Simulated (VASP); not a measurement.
# CsH (R-3m) in VASP: further runs

The runs below take CsH through single point, with LDA.

All numbers are computed with VASP 6.6.1; they aren't measurements. Logs are shortened: lines on timing, memory, paths and dates and some standing lists are left out, and cuts for length are marked.

## Step 1: The cell of the first run

The structure is trigonal, space group R-3m (No. 166). The conventional cell has a = 6.804 Å, b = 6.804 Å, c = 4.166 Å, α = 90.00°, β = 90.00°, γ = 120.00°. Cs (site symmetry -3m) has 2 H at 2.08 Å within 2.8 Å. Within 2.8 Å of H (site symmetry -3m) lie 2 Cs at 2.08 Å.

## Step 2: Single point, LDA

INCAR

```
  PREC = Accurate
  ENCUT = 520
  EDIFF = 1E-7
  ISMEAR = 0
  SIGMA = 0.05
  LREAL = False
  LASPH = True
  NELM = 60
  ALGO = Normal
  ISIF = 2
  LWAVE = False
  LCHARG = False
  NBANDS = 12
```

KPOINTS

```
Automatic mesh
0
Gamma
  8 8 8
```

POSCAR

```
CsH
1.0
    4.0090777472     -0.8018155494     -0.8018155494
   -0.8018155494      4.0090777472     -0.8018155494
   -0.8018155494     -0.8018155494      4.0090777472
Cs H
1 1
Direct
    0.0000000000      0.0000000000      0.0000000000
    0.5000000000      0.5000000000      0.5000000000
```

Potentials or basis: VASP PAW LDA potentials, release 64 (Cs_sv, H).

Command:

```console
$ cat potpaw_LDA.64/Cs_sv/POTCAR potpaw_LDA.64/H/POTCAR > POTCAR
$ mpirun -np 1 vasp_std > vasp.out
```

OUTCAR:

```text
PREC = Accurate
   ENCUT = 520
   EDIFF = 1E-7
   ISMEAR = 0
   LREAL = False
   LASPH = True
   NELM = 60
   ISIF = 2

 ion  position               nearest neighbor table
   1  0.000  0.000  0.000-
   2  0.500  0.500  0.500-

  LATTYP: Found a body centered cubic cell.
 ALAT       =     4.8108932966

  Lattice vectors:

 A1 = (   4.0090777472,  -0.8018155494,  -0.8018155494)
 A2 = (  -0.8018155494,   4.0090777472,  -0.8018155494)
 A3 = (  -0.8018155494,  -0.8018155494,   4.0090777472)

Analysis of symmetry for initial positions (statically):
=====================================================================
 Subroutine PRICEL returns:
 Original cell was already a primitive cell.

 Routine SETGRP: Setting up the symmetry group for a
 body centered cubic supercell.

 Subroutine GETGRP returns: Found 12 space group operations
 (whereof 12 operations were pure point group operations)
 out of a pool of 48 trial point group operations.

The static configuration has the point symmetry D_3d.

Analysis of symmetry for dynamics (positions and initial velocities):
=====================================================================
 Subroutine PRICEL returns:
 Original cell was already a primitive cell.

 Routine SETGRP: Setting up the symmetry group for a
 body centered cubic supercell.

 Subroutine GETGRP returns: Found 12 space group operations
 (whereof 12 operations were pure point group operations)
 out of a pool of 48 trial point group operations.

The dynamic configuration has the point symmetry D_3d.

 Subroutine INISYM returns: Found 12 space group operations
 (whereof 12 operations are pure point group operations),
 and found     1 'primitive' translations

----------------------------------------------------------------------------------------

                                     Primitive cell

  volume of cell :      55.6733

  direct lattice vectors                    reciprocal lattice vectors
     4.009077747 -0.801815549 -0.801815549     0.277148806  0.069287202  0.069287202
    -0.801815549  4.009077747 -0.801815549     0.069287202  0.277148806  0.069287202
    -0.801815549 -0.801815549  4.009077747     0.069287202  0.069287202  0.277148806

  length of vectors
     4.166355810  4.166355810  4.166355810     0.293960700  0.293960700  0.293960700

  position of ions in fractional coordinates (direct lattice)
     0.000000000  0.000000000  0.000000000
     0.500000000  0.500000000  0.500000000

  ion indices of the primitive-cell ions
   primitive index   ion index
                 1           1
                 2           2

----------------------------------------------------------------------------------------

 KPOINTS: Automatic mesh

Automatic generation of k-mesh.
 Grid dimensions read from file:
 generate k-points for:    8    8    8

 Generating k-lattice:

  Cartesian coordinates                     Fractional coordinates (reciprocal lattice)
     0.034643601  0.008660900  0.008660900     0.125000000  0.000000000  0.000000000
     0.008660900  0.034643601  0.008660900     0.000000000  0.125000000  0.000000000
     0.008660900  0.008660900  0.034643601     0.000000000  0.000000000  0.125000000

  Length of vectors
     0.036745088  0.036745088  0.036745088

  Shift w.r.t. Gamma in fractional coordinates (k-lattice)
     0.000000000  0.000000000  0.000000000

 Subroutine IBZKPT returns following result:
 ===========================================

 Found     65 irreducible k-points:

 Following reciprocal coordinates:
            Coordinates               Weight
  0.000000  0.000000  0.000000      1.000000
  0.125000  0.000000  0.000000      6.000000
  0.125000  0.000000 -0.125000      6.000000
  0.250000  0.000000  0.000000      6.000000
  0.250000  0.000000 -0.250000      6.000000
  0.375000  0.000000  0.000000      6.000000
[... 16 lines left out ...]
  0.500000 -0.250000 -0.250000      6.000000
  0.375000  0.250000  0.000000     12.000000
 [... further k-points ...]
   k-points           NKPTS =     65   k-points in BZ     NKDIM =     65   number of bands    NBANDS=     12
   number of dos      NEDOS =    301   number of ions     NIONS =      2
   total plane-waves  NPLWV =  32768
   dimension x,y,z NGX =    32 NGY =   32 NGZ =   32
   dimension x,y,z NGXF=    64 NGYF=   64 NGZF=   64
   ions per type =               1   1
   NGX,Y,Z   is equivalent  to a cutoff of  12.77, 12.77, 12.77 a.u.
   NGXF,Y,Z  is equivalent  to a cutoff of  25.54, 25.54, 25.54 a.u.
 SYSTEM =  unknown system
   PREC   = accura    normal or accurate (medium, high low for compatibility)
   ISTART =      0    job   : 0-new  1-cont  2-samecut
   ICHARG =      2    charge: 1-file 2-atom 10-const
   ISPIN  =      1    spin polarized calculation?
   LNONCOLLINEAR =      F non collinear calculations
   LSORBIT =      F    spin-orbit coupling
   LASPH  =      T    aspherical Exc in radial PAW
   ENCUT  =  520.0 eV  38.22 Ry    6.18 a.u.   7.75  7.75  7.75*2*pi/ulx,y,z
   NELM   =     60;   NELMIN=  2; NELMDL= -5     # of ELM steps
   EDIFF  = 0.1E-06   stopping-criterion for ELM
   LREAL  =      F    real-space projection
   EDIFFG = 0.1E-05   stopping-criterion for IOM
   NSW    =      0    number of steps for IOM
   IBRION =     -1    ionic relax: 0-MD 1-quasi-New 2-CG
   NFREE  =      0    steps in history (QN), initial steepest desc. (CG)
   ISIF   =      2    stress and relaxation
   ISYM   =      2    0-nonsym 1-usesym 2-fastsym
   POTIM  = 0.5000    time-step for ionic-motion
   TEBEG  =    0.0;   TEEND  =   0.0 temperature during run
   PSTRESS=    0.0 pullay stress
   NELECT =      10.0000    total number of electrons
   NUPDOWN=      -1.0000    fix difference up-down
   EMIN   =  10.00;   EMAX   =-10.00  energy-range for DOS
   EFERMI =   0.00;   METHOD = LEGACY
   ISMEAR =     0;   SIGMA  =   0.05  broadening in eV -4-tet -1-fermi 0-gaus
   EFERMI_NEDOS =   21; number of points for ismear=-14 and -15
   IALGO  =     38    algorithm
   IMIX   =      4    mixing-type and parameters
     AMIX     =   0.40;   BMIX     =  1.00
     AMIX_MAG =   1.60;   BMIX_MAG =  1.00
  volume/ion in A,a.u.               =      27.84       187.85
  Fermi-wavevector in a.u.,A,eV,Ry     =   0.923689  1.745519 11.608509  0.853201
  Thomas-Fermi vector in A             =   2.049353
   LORBIT       =      0    0 simple, 1 ext, 2 COOP (PROOUT), +10 PAW based schemes
   GGA     = CA    functional components
   LHFCALC =     F    Hartree Fock is set to
   AEXX    =    0.0000 exact exchange contribution
   IVDW    =     0    specifies the selected vdW correction
   LEPSILON=     F    determine dielectric tensor
   LRPA    =     F    only Hartree local field effects (RPA)
 non-spin polarized calculation
 Gauss-broadening in eV      SIGMA  =   0.05
  energy-cutoff  :      520.00
  volume of cell :       55.67
 maximum number of plane-waves:      1509
   NGX = 15   NGY = 15   NGZ = 15

 number of electron      10.0000000 magnetization

 number of electron       9.9999997 magnetization

 Free energy of the ion-electron system (eV)
  ---------------------------------------------------
  ext. energy  EPLUGINS =         0.00000000
  ---------------------------------------------------
  free energy    TOTEN  =        -2.54781078 eV

  energy without entropy =       -2.54688771  energy(sigma->0) =       -2.54734924

 E-fermi :   2.8517     XC(G=0):  -7.9651

 val. band max:        2.8002490344   @ k =   0.3750  -0.3750   0.5000
 cond. band min:       2.8544055778   @ k =   0.5000   0.5000   0.3750
 fundamental gap:      0.0541565433
 Fermi energy:         2.8517309101

 k-point     1 :       0.0000    0.0000    0.0000
  band No.  band energies     occupation
      1     -20.5312      2.00000
      2      -6.8175      2.00000
      3      -6.8175      2.00000
      4      -6.8065      2.00000
      5      -1.5313      2.00000
      6       2.4651      2.00000
      7       5.8773      0.00000
      8       5.8773      0.00000
      9       7.5788      0.00000
     10       7.5788      0.00000
     11       9.6034      0.00000
     12       9.6034      0.00000

 k-point     2 :       0.1250    0.0000    0.0000
  band No.  band energies     occupation
      1     -20.5013      2.00000
      2      -7.2196      2.00000
      3      -6.9026      2.00000
      4      -6.8197      2.00000
      5      -0.8275      2.00000
      6       2.6638      2.00000
      7       5.4981      0.00000
      8       5.7757      0.00000
      9       6.9957      0.00000
     10       7.4442      0.00000
     11      10.3608      0.00000
     12      10.7898      0.00000

 k-point     3 :       0.1250    0.0000   -0.1250
  band No.  band energies     occupation
      1     -20.5084      2.00000
      2      -7.0341      2.00000
      3      -6.8722      2.00000
      4      -6.8132      2.00000
      5      -1.4377      2.00000
      6       2.6873      2.00000
      7       5.5822      0.00000
      8       6.2752      0.00000
      9       7.0496      0.00000
     10       7.4300      0.00000
     11      10.1609      0.00000
     12      10.2803      0.00000
[... 286 lines left out ...]
 k-point    23 :       0.5000   -0.2500   -0.2500
  band No.  band energies     occupation
      1     -20.3716      2.00000
      2      -7.8461      2.00000
      3      -7.3549      2.00000
      4      -6.9438      2.00000
      5      -1.2963      2.00000
      6       4.2248      0.00000
      7       4.5063      0.00000
      8       7.3553      0.00000
      9       8.1373      0.00000
     10       9.5479      0.00000
     11      11.1318      0.00000
     12      11.5557      0.00000

 k-point    24 :       0.3750    0.2500    0.0000
  band No.  band energies     occupation
      1     -20.3101      2.00000
      2      -8.5881      2.00000
      3      -7.5738      2.00000
      4      -6.9972      2.00000
      5       2.6623      2.00000
      6       3.4517      0.00000
      7       4.2863      0.00000
      8       6.0530      0.00000
      9       7.5441      0.00000
     10       8.6945      0.00000
     11      11.1973      0.00000
     12      11.5509      0.00000

 [... further k-points ...]
[... 5 lines left out ...]
  --------------------------------------------------------------------------------------
  -------------------------------------------------------------------------------------
  Total        3.6883721      3.6883721      3.6883721      4.0410188      4.0410188      4.0410188
  in kB      106.1446551    106.1446551    106.1446551    116.2931868    116.2931868    116.2931868
  external PRESSURE =     106.1446551 kB  Pullay stress =       0.0000000 kB

 VOLUME and BASIS-vectors are now :
 -----------------------------------------------------------------------------
  energy-cutoff  :      520.00
  volume of cell :       55.67
      direct lattice vectors                 reciprocal lattice vectors
     4.009077747 -0.801815549 -0.801815549     0.277148806  0.069287202  0.069287202
    -0.801815549  4.009077747 -0.801815549     0.069287202  0.277148806  0.069287202
    -0.801815549 -0.801815549  4.009077747     0.069287202  0.069287202  0.277148806

 POSITION                                       TOTAL-FORCE (eV/Angst)
 -----------------------------------------------------------------------------------
      0.00000      0.00000      0.00000         0.000000      0.000000      0.000000
      1.20272      1.20272      1.20272        -0.000000     -0.000000      0.000000
 -----------------------------------------------------------------------------------
    total drift:                                0.000000      0.000000     -0.000000

  FREE ENERGIE OF THE ION-ELECTRON SYSTEM (eV)
  ---------------------------------------------------
  free  energy   TOTEN  =        -2.5478107813 eV

  energy  without entropy=       -2.5468877082  energy(sigma->0) =       -2.54734924
```

Wall time 16 s (1 thread of AMD EPYC 9R45 (Zen 5), shared host); peak memory 0.14 GiB.

Results:

- Free energy: -2.5478 eV
- Pressure: 10.6 GPa
- Band gap on the k mesh: zero (band 5 reaches 3.15 eV, above the bottom of band 6 at 2.47 eV)

Stress tensor (GPa, compression positive):
```
10.61 11.63 11.63
11.63 10.61 11.63
11.63 11.63 10.61
```

Levels at points of the mesh, in eV from the Fermi level:
| k point | band 1 | band 2 | band 3 | band 4 | band 5 | band 6 | band 7 | band 8 | band 9 | band 10 |
| --- | --- | --- | --- | --- | --- | --- | --- | --- | --- | --- |
| (0.00, 0.00, 0.00) | -23.38 | -9.67 | -9.67 | -9.66 | -4.38 | -0.39 | 3.03 | 3.03 | 4.73 | 4.73 |
| (0.50, 0.00, 0.00) | -23.17 | -11.68 | -10.20 | -9.69 | -0.42 | 0.81 | 1.37 | 4.57 | 4.77 | 5.47 |
| (0.50, 0.00, 0.50) | -23.22 | -10.91 | -10.04 | -9.69 | -4.20 | 0.45 | 2.88 | 4.25 | 5.70 | 5.87 |
| (0.50, 0.50, 0.50) | -23.06 | -11.42 | -10.47 | -10.47 | -0.33 | -0.33 | 0.89 | 6.10 | 6.10 | 6.55 |

Caveat: spin-orbit coupling is left out, which moves the levels of the heavy elements.

## Step 3: Single point, LDA

This run uses another cell than the first one, of the same volume but with other edges.

INCAR

```
  ALGO = Normal
  EDIFF = 1E-6
  ENCUT = 520
  GGA = CA
  ISIF = 2
  ISMEAR = 0
  LASPH = T
  LCHARG = F
  LREAL = F
  LWAVE = F
  NBANDS = 12
  NELM = 100
  PREC = Accurate
  SIGMA = 0.05
```

KPOINTS

```
k-points
0
Gamma
  8 8 8
```

POSCAR

```
CsH
1.0
    3.8664373660     -0.4137516000     -0.4137516000
   -0.4137516000      3.8664373660     -0.4137516000
   -0.4137516000     -0.4137516000      3.8664373660
Cs H
1 1
Direct
    0.0000000000      0.0000000000      0.0000000000
    0.5000000000      0.5000000000      0.5000000000
```

Potentials or basis: VASP PAW LDA potentials, release 64 (Cs_sv, H).

Command:

```console
$ cat potpaw_LDA.64/Cs_sv/POTCAR potpaw_LDA.64/H/POTCAR > POTCAR
$ mpirun -np 1 vasp_std > vasp.out
```

OUTCAR:

```text
EDIFF = 1E-6
   ENCUT = 520
   GGA = CA
   ISIF = 2
   ISMEAR = 0
   LASPH = T
   LREAL = F
   NELM = 100
   PREC = Accurate

 ion  position               nearest neighbor table
   1  0.000  0.000  0.000-
   2  0.500  0.500  0.500-

  LATTYP: Found a trigonal (rhomboedric) cell.
 ALAT       =     3.9104627192
 COS(alpha) =    -0.1980352222

  Lattice vectors:

 A1 = (   3.8664373660,  -0.4137516000,  -0.4137516000)
 A2 = (  -0.4137516000,   3.8664373660,  -0.4137516000)
[... 537 lines left out ...]
      5       0.6786      2.00000
      6       3.7781      0.00000
      7       4.4819      0.00000
      8       7.8508      0.00000
      9       7.9397      0.00000
     10       8.2464      0.00000
     11       9.2421      0.00000
     12      10.9887      0.00000

 [... further k-points ...]
[... 5 lines left out ...]
  --------------------------------------------------------------------------------------
  -------------------------------------------------------------------------------------
  Total        0.4345770      0.4345770      0.4345770      1.2703317      1.2703317      1.2703317
  in kB       12.5063363     12.5063363     12.5063363     36.5578421     36.5578421     36.5578421
  external PRESSURE =      12.5063363 kB  Pullay stress =       0.0000000 kB

 VOLUME and BASIS-vectors are now :
 -----------------------------------------------------------------------------
  energy-cutoff  :      520.00
  volume of cell :       55.67
      direct lattice vectors                 reciprocal lattice vectors
     3.866437366 -0.413751600 -0.413751600     0.265443943  0.031809398  0.031809398
    -0.413751600  3.866437366 -0.413751600     0.031809398  0.265443943  0.031809398
    -0.413751600 -0.413751600  3.866437366     0.031809398  0.031809398  0.265443943

 POSITION                                       TOTAL-FORCE (eV/Angst)
 -----------------------------------------------------------------------------------
      0.00000      0.00000      0.00000         0.000000     -0.000000     -0.000000
      1.51947      1.51947      1.51947        -0.000000      0.000000      0.000000
 -----------------------------------------------------------------------------------
    total drift:                               -0.000000     -0.000000      0.000000

  FREE ENERGIE OF THE ION-ELECTRON SYSTEM (eV)
  ---------------------------------------------------
  free  energy   TOTEN  =        -4.5898278180 eV

  energy  without entropy=       -4.5898278180  energy(sigma->0) =       -4.58982782
```

OSZICAR:

```text
N       E                     dE             d eps       ncg     rms          rms(c)
DAV:   1     0.413241848592E+02    0.41324E+02   -0.42010E+03  1560   0.694E+02
DAV:   2    -0.212698025646E+01   -0.43451E+02   -0.40267E+02  1944   0.113E+02
DAV:   3    -0.541684083353E+01   -0.32899E+01   -0.32836E+01  1976   0.329E+01
DAV:   4    -0.544029027040E+01   -0.23449E-01   -0.23448E-01  1760   0.323E+00
DAV:   5    -0.544037860546E+01   -0.88335E-04   -0.88335E-04  2004   0.209E-01    0.370E+00
DAV:   6    -0.474370339162E+01    0.69668E+00   -0.77829E-01  1772   0.326E+00    0.150E+00
DAV:   7    -0.458607391774E+01    0.15763E+00   -0.65677E-01  1864   0.281E+00    0.528E-01
DAV:   8    -0.459308131527E+01   -0.70074E-02   -0.54556E-02  1716   0.948E-01    0.213E-01
DAV:   9    -0.458982106318E+01    0.32603E-02   -0.83516E-03  1772   0.324E-01    0.388E-02
DAV:  10    -0.458982827425E+01   -0.72111E-05   -0.63789E-04  1860   0.104E-01    0.128E-02
DAV:  11    -0.458982970495E+01   -0.14307E-05   -0.13628E-05  1808   0.156E-02    0.640E-03
DAV:  12    -0.458982794813E+01    0.17568E-05   -0.90570E-06  1892   0.976E-03    0.284E-03
DAV:  13    -0.458982781804E+01    0.13009E-06   -0.57192E-07   908   0.364E-03
   1 F= -.45898278E+01 E0= -.45898278E+01  d E =-.324467E-16
```

stdout:

```text
POSCAR found type information on POSCAR CsH
 POSCAR found :  2 types and       2 ions
 scaLAPACK will be used
 LDA part: xc-table for (Slater(with rela. corr.)+CA(PZ))
 , standard interpolation
 POSCAR, INCAR and KPOINTS ok, starting setup
 FFT: planning ... GRIDC
 FFT: planning ... GRID_SOFT
 FFT: planning ... GRID
 WAVECAR not read
 entering main loop
```

Wall time 16 s (1 thread of AMD EPYC 9R45 (Zen 5), shared host); peak memory 0.14 GiB.

Results:

```
Free energy            : -4.5898 eV
Pressure               : 1.3 GPa
Band gap on the k mesh : 1.46 eV, direct
```

Stress tensor (GPa, compression positive):
```
1.25 3.66 3.66
3.66 1.25 3.66
3.66 3.66 1.25
```

Levels at points of the mesh, in eV from the valence-band top:
```tsv
k point	band 3	band 4	band 5	band 6	band 7	band 8
(0.00, 0.00, 0.00)	-8.27	-8.27	-2.57	3.16	3.16	4.17
(0.50, 0.00, 0.00)	-8.36	-8.21	-0.16	1.50	3.07	6.14
(0.50, 0.50, 0.00)	-9.12	-8.15	-1.91	3.08	4.78	5.15
(0.50, 0.50, 0.50)	-9.41	-8.92	0.00	1.46	1.46	4.25
```

Caveat: spin-orbit coupling is left out, which moves the levels of the heavy elements. A k mesh can miss the band edges.
